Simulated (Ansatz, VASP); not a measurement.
## TiC: VASP beside Ansatz

```
Ti C
1.0
     4.32800    0.00000    0.00000
     0.00000   -4.32800    0.00000
     0.00000    0.00000   -4.32800
Ti C
4 4
Direct
  0.00000 0.50000 0.50000
  0.50000 0.00000 0.50000
  0.50000 0.50000 0.00000
  0.00000 0.00000 0.00000
  0.50000 0.00000 0.00000
  0.00000 0.50000 0.00000
  0.00000 0.00000 0.50000
  0.50000 0.50000 0.50000
```

Alike in both runs: task single point; functional PBE; k mesh 12 × 12 × 12; occupations gaussian, width 0.15 eV; no spin polarisation.

|  | VASP | Ansatz |
| --- | --- | --- |
| version | VASP 6.6.1 | Ansatz 0.2.0 |
| potentials or method | VASP PAW PBE potentials, release 64 (Ti_sv, C), cutoff 520 eV | scalar-relativistic, plane waves, PAW |
| valence electrons in the cell | 64 | 64 |

```tsv
	VASP	Ansatz	Ansatz less VASP
gap on the k mesh at the Fermi level (eV)	none	none	-
pressure (GPa)	1.1	0.9	-0.25
```

A gap of «none» marks a metal or a gap that the smearing closes.
